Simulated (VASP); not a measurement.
HfB:

```
Hf B
1.0
     0.00000    2.26284    2.26284
     2.26284    0.00000    2.26284
     2.26284    2.26284    0.00000
Hf B
1 1
Direct
  0.50000 0.50000 0.50000
  0.00000 0.00000 0.00000
```

Program: VASP 6.6.1. Alike in all runs: task single point; no spin polarisation; cell as given; cutoff (eV) 520; smearing fermi-dirac 0.05 eV.

Order these runs on this cell by their pressure, lowest first.
A. level r2SCAN; potentials or basis VASP PAW PBE potentials, release 64 (Hf_pv, B); k mesh 10 × 10 × 10
B. level PBEsol; potentials or basis VASP PAW PBE potentials, release 64 (Hf_pv, B); k mesh 10 × 10 × 10
C. level HSE06; potentials or basis VASP PAW PBE potentials, release 64 (Hf_pv, B); k mesh 6 × 6 × 6; grid for exact exchange (PRECFOCK) Normal; screening parameter 0.2079 1/Å
D. level LDA; potentials or basis VASP PAW LDA potentials, release 64 (Hf_pv, B); k mesh 10 × 10 × 10

D (37.9 GPa), B (43.0 GPa), C (47.5 GPa), A (49.1 GPa).

Caveats: some runs use coarse meshes; the PAW data sets were made with another functional, which shifts forces and pressure a little (some runs).
